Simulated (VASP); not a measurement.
Input of a VASP 6.6.1 run:

File INCAR:

```
PREC     = Accurate       # precision mode
ENCUT    = 820            # plane-wave cutoff, eV
EDIFF    = 1E-6           # SCF threshold, eV
ISMEAR   = 0              # smearing method
SIGMA    = 0.1            # smearing width, eV
LREAL    = False          # projectors in reciprocal space
LASPH    = True           # aspherical terms in the spheres
NELM     = 120            # most SCF steps
ALGO     = Normal         # electronic algorithm
ISIF     = 2              # what is computed and relaxed
LWAVE    = False          # write WAVECAR
LCHARG   = False          # write CHGCAR
GGA      = PE             # functional
NBANDS   = 50             # bands
GGA_COMPAT= False
```

KPOINTS

```
regular mesh
0
Gamma
  12 12 8
```

File POSCAR:

```
Cu3W2
1.0
    4.2841587237      0.0000000000      0.0000000000
   -2.1420793619      3.7101902886      0.0000000000
    0.0000000000      0.0000000000      5.1015741767
Cu W
3 2
Direct
    0.3333333333      0.6666666667      0.0000000000
    0.6666666667      0.3333333333      0.0000000000
    0.0000000000      0.0000000000      0.0000000000
    0.3333333333      0.6666666667      0.5000000000
    0.6666666667      0.3333333333      0.5000000000
```

Potentials or basis: VASP PAW PBE potentials, release 64 (Cu_sv_GW, W_sv).

Run with:

```sh
$ cat potpaw_PBE.64/Cu_sv_GW/POTCAR potpaw_PBE.64/W_sv/POTCAR > POTCAR
$ mpirun -np 1 vasp_std > vasp.out
```

Predict the band gap on the k mesh.

zero (an odd number of electrons rules out a gap without spin polarisation).

Predict the pressure.

-0.3 GPa.

Stress tensor (GPa, compression positive):
```
-0.13  0.00  0.00
 0.00 -0.13  0.00
 0.00  0.00 -0.59
```

Caveat: spin-orbit coupling is left out, which moves the levels of the heavy elements.
